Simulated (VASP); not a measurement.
Input of a VASP 6.6.1 run:

The input POSCAR:

```
CdS
1.0
    3.8206670692      0.0000000000      0.0000000000
   -1.9103335346      3.3087947413      0.0000000000
    0.0000000000      0.0000000000      6.4249656633
Cd S
2 2
Direct
    0.0000000000      0.0000000000      0.0000000000
    0.0000000000      0.0000000000      0.5000000000
    0.3333333333      0.6666666667      0.2500000000
    0.6666666667      0.3333333333      0.7500000000
```

File INCAR.step1:

```
SYSTEM = CdS
PREC = Accurate
ENCUT = 550
ISMEAR = -1
SIGMA = 0.03
LREAL = .FALSE.
LASPH = .TRUE.
NELM = 120
NBANDS = 26
GGA = PE
ALGO = Normal
EDIFF = 1E-5
LWAVE = .TRUE.
LCHARG = .FALSE.
GGA_COMPAT = .FALSE.
```

File INCAR.step2:

```
SYSTEM = CdS
PREC = Accurate
ENCUT = 550
EDIFF = 1E-6
ISMEAR = -1
SIGMA = 0.03
LREAL = .FALSE.
LASPH = .TRUE.
NELM = 120
ALGO = Normal
ISIF = 2
LWAVE = .FALSE.
LCHARG = .TRUE.
METAGGA = R2SCAN
LMIXTAU = .TRUE.
LUSE_VDW = .TRUE.
IVDW_NL = 2
BPARAM = 11.95
CPARAM = 0.0093
LELF = .TRUE.
LVHAR = .TRUE.
NBANDS = 26
ISTART = 1
GGA_COMPAT = .FALSE.
```

Contents of KPOINTS:

```
regular mesh
0
G
  12 12 4
  0 0 0
```

Potentials or basis: VASP PAW PBE potentials, release 64 (Cd, S).

The run is started by

```sh
$ cat potpaw_PBE.64/Cd/POTCAR potpaw_PBE.64/S/POTCAR > POTCAR
$ cp INCAR.step1 INCAR
$ mpirun -np 1 vasp_std > vasp.out
$ cp INCAR.step2 INCAR
$ mpirun -np 1 vasp_std > vasp.out
```

Estimate the pressure.

0.6 GPa.

Estimate the band gap on the k mesh.

1.28 eV.

Caveat: the PAW data sets were made with another functional, which shifts forces and pressure a little. A k mesh can miss the band edges.
